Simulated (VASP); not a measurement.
A run of VASP 6.6.1 is set up as follows.

The input INCAR:

```
ALGO = Normal
EDIFF = 1E-6
ENCUT = 520
GGA = PE
ISIF = 2
ISMEAR = 0
LASPH = T
LCHARG = F
LREAL = F
LWAVE = F
NBANDS = 64
NELM = 60
PREC = Accurate
SIGMA = 0.05
```

The input KPOINTS:

```
k-points
0
Gamma
  6 6 6
```

The input POSCAR:

```
SnO2
1.0
    4.4007090973      0.0000000000      0.0000000000
    0.0000000000      5.7966757586      0.0000000000
    0.0000000000      0.0000000000      4.8739520267
Sn O
4 8
Direct
    0.5000000000      0.6651654903      0.7500000000
    0.0000000000      0.8348345097      0.2500000000
    0.5000000000      0.3348345097      0.2500000000
    0.0000000000      0.1651654903      0.7500000000
    0.7301204269      0.6070551965      0.0781681516
    0.2301204269      0.8929448035      0.9218318484
    0.7698795731      0.8929448035      0.5781681516
    0.2698795731      0.6070551965      0.4218318484
    0.7301204269      0.3929448035      0.5781681516
    0.2301204269      0.1070551965      0.4218318484
    0.7698795731      0.1070551965      0.0781681516
    0.2698795731      0.3929448035      0.9218318484
```

Potentials or basis: VASP PAW PBE potentials, release 64 (Sn_d, O).

Launch:

```sh
$ cat potpaw_PBE.64/Sn_d/POTCAR potpaw_PBE.64/O/POTCAR > POTCAR
$ mpirun -np 1 vasp_std > vasp.out
```

Problem. Predict the band gap on the k mesh.

Solution. 3.01 eV (least direct gap 3.03 eV).

Problem. Estimate the largest force.

Solution. 1.456 eV/Å.

Stress tensor (GPa, compression positive):
```
51.01  0.00  0.00
 0.00 37.58  0.00
 0.00  0.00 64.38
```

Caveat: the cell stands under pressure; spin-orbit coupling is left out, which moves the levels of the heavy elements; forces of over 1 eV/Å act on the atoms, so gaps and moduli don't describe the material at rest. A k mesh can miss the band edges.
